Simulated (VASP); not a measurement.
Input of a VASP 6.6.1 run:

INCAR

```
SYSTEM = Te2Mo
PREC = Accurate
ENCUT = 500
EDIFF = 1E-6
ISMEAR = 0
SIGMA = 0.1
LREAL = .False.
LASPH = .True.
NELM = 120
ALGO = Normal
ISIF = 2
LWAVE = .False.
LCHARG = .False.
GGA = CA
NBANDS = 35
GGA_COMPAT = .False.
```

KPOINTS

```
Automatic mesh
0
Gamma
  12 12 4
  0 0 0
```

Contents of POSCAR:

```
Te2Mo
1.0
    3.4308909597      0.0000000000      0.0000000000
   -1.7154454799      2.9712387287      0.0000000000
    0.0000000000      0.0000000000     13.3397977090
Te Mo
4 2
Direct
    0.3333333333      0.6666666667      0.6148602419
    0.6666666667      0.3333333333      0.1148602419
    0.3333333333      0.6666666667      0.8851397581
    0.6666666667      0.3333333333      0.3851397581
    0.3333333333      0.6666666667      0.2500000000
    0.6666666667      0.3333333333      0.7500000000
```

Potentials or basis: VASP PAW LDA potentials, release 64 (Te, Mo_sv).

The run is started by

```console
$ cat potpaw_LDA.64/Te/POTCAR potpaw_LDA.64/Mo_sv/POTCAR > POTCAR
$ mpirun -np 1 vasp_std > vasp.out
```

(1) Predict the band gap on the k mesh.

(2) Predict the pressure.

(3) Estimate the largest force.

Answers

(1) 0.41 eV (least direct gap 0.88 eV).

(2) 3.3 GPa.

(3) 0.058 eV/Å.

Caveat: the cell stands under pressure; semilocal functionals underestimate gaps, and a narrow one can read as zero; spin-orbit coupling is left out, which moves the levels of the heavy elements.
